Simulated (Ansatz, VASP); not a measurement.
## Two plane-wave programs on Al9H

The input INCAR:

```
ALGO = Normal ; DIPOL = 0.5 0.5 0.301
EDIFF = 1E-6 ; ENCUT = 520
GGA = PE ; IDIPOL = 3
ISIF = 2 ; ISMEAR = 0
LASPH = T ; LCHARG = F
LDIPOL = T ; LREAL = Auto
LWAVE = F ; NBANDS = 44
NELM = 80 ; PREC = Accurate
SIGMA = 0.1
```

The input KPOINTS:

```
k-points
0
Gamma
  5 3 1
```

The input POSCAR:

```
Al9H
1.0
    5.7070863109      0.0000000000      0.0000000000
   -1.4267715777      9.7014842373      0.0000000000
    0.0000000000      0.0000000000     22.7903703632
Al H
18 2
Direct
    0.2662216041      0.0648864163      0.1755127247
    0.7662216041      0.0648864163      0.1755127247
    0.3354806058      0.3419224231      0.2192029853
    0.8354806058      0.3419224231      0.2192029853
    0.1493324061      0.5973296244      0.2279410374
    0.6493324061      0.5973296244      0.2279410374
    0.4631842064      0.8527368258      0.2366790895
    0.9631842064      0.8527368258      0.2366790895
    0.0319772084      0.1277109167      0.2808262503
    0.5319772084      0.1277109167      0.2808262503
    0.0997917590      0.4042231279      0.3301071124
    0.5997917590      0.4042231279      0.3301071124
    0.4144000530      0.6596656505      0.3369822082
    0.9144000530      0.6596656505      0.3369822082
    0.2263076920      0.9110819249      0.3449259127
    0.7263076920      0.9110819249      0.3449259127
    0.2962427236      0.1814071990      0.3857054635
    0.7962427236      0.1814071990      0.3857054635
    0.4193609451      0.9110819249      0.4756557349
    0.5332544390      0.9110819249      0.4756557349
```

Input for Ansatz:

```yaml
crystal:
  lattice:
    - [5.7070863109, 0.0, 0.0]
    - [-1.4267715777, 9.7014842373, 0.0]
    - [0.0, 0.0, 22.7903703632]
  atoms:
    - { symbol: Al, position: [0.2662216041, 0.0648864163, 0.1755127247] }
    - { symbol: Al, position: [0.7662216041, 0.0648864163, 0.1755127247] }
    - { symbol: Al, position: [0.3354806058, 0.3419224231, 0.2192029853] }
    - { symbol: Al, position: [0.8354806058, 0.3419224231, 0.2192029853] }
    - { symbol: Al, position: [0.1493324061, 0.5973296244, 0.2279410374] }
    - { symbol: Al, position: [0.6493324061, 0.5973296244, 0.2279410374] }
    - { symbol: Al, position: [0.4631842064, 0.8527368258, 0.2366790895] }
    - { symbol: Al, position: [0.9631842064, 0.8527368258, 0.2366790895] }
    - { symbol: Al, position: [0.0319772084, 0.1277109167, 0.2808262503] }
    - { symbol: Al, position: [0.5319772084, 0.1277109167, 0.2808262503] }
    - { symbol: Al, position: [0.099791759, 0.4042231279, 0.3301071124] }
    - { symbol: Al, position: [0.599791759, 0.4042231279, 0.3301071124] }
    - { symbol: Al, position: [0.414400053, 0.6596656505, 0.3369822082] }
    - { symbol: Al, position: [0.914400053, 0.6596656505, 0.3369822082] }
    - { symbol: Al, position: [0.226307692, 0.9110819249, 0.3449259127] }
    - { symbol: Al, position: [0.726307692, 0.9110819249, 0.3449259127] }
    - { symbol: Al, position: [0.2962427236, 0.181407199, 0.3857054635] }
    - { symbol: Al, position: [0.7962427236, 0.181407199, 0.3857054635] }
    - { symbol: H, position: [0.4193609451, 0.9110819249, 0.4756557349] }
    - { symbol: H, position: [0.533254439, 0.9110819249, 0.4756557349] }
basis:
  ecutwfc: 420
kpoints:
  mp_grid: { grid: [5, 3, 1] }
hamiltonian:
  xc: pbe
  pseudopotentials: { kind: paw, azcp: { folder: soft_1 } }
scf:
  occupations: { method: gaussian, width: 0.1 }
output:
  forces: true
  eigenvalues: true
efield:
  axis: 3
  dipole_correction: true
  ramp_width: 0.04
```

Alike in both runs: task single point; functional PBE; k mesh 5 × 3 × 1; occupations gaussian, width 0.1 eV; no spin polarisation.

|  | VASP | Ansatz |
| --- | --- | --- |
| version | VASP 6.6.1 | Ansatz 0.2.0 |
| potentials or method | VASP PAW PBE potentials, release 64 (Al, H), cutoff 520 eV | scalar-relativistic, plane waves, PAW |
| valence electrons in the cell | 56 | 56 |

VASP gave:

```
gap on the k mesh at the Fermi level (eV) : none
rms of the force components (eV/Å)        : 0.895
```

Q: Which values does Ansatz return?

A: gap on the k mesh at the Fermi level (eV): none; rms of the force components (eV/Å): 0.889.

Atom by atom the forces differ by 0.006 eV/Å (rms over components). A gap of «none» marks a metal or a gap that the smearing closes.
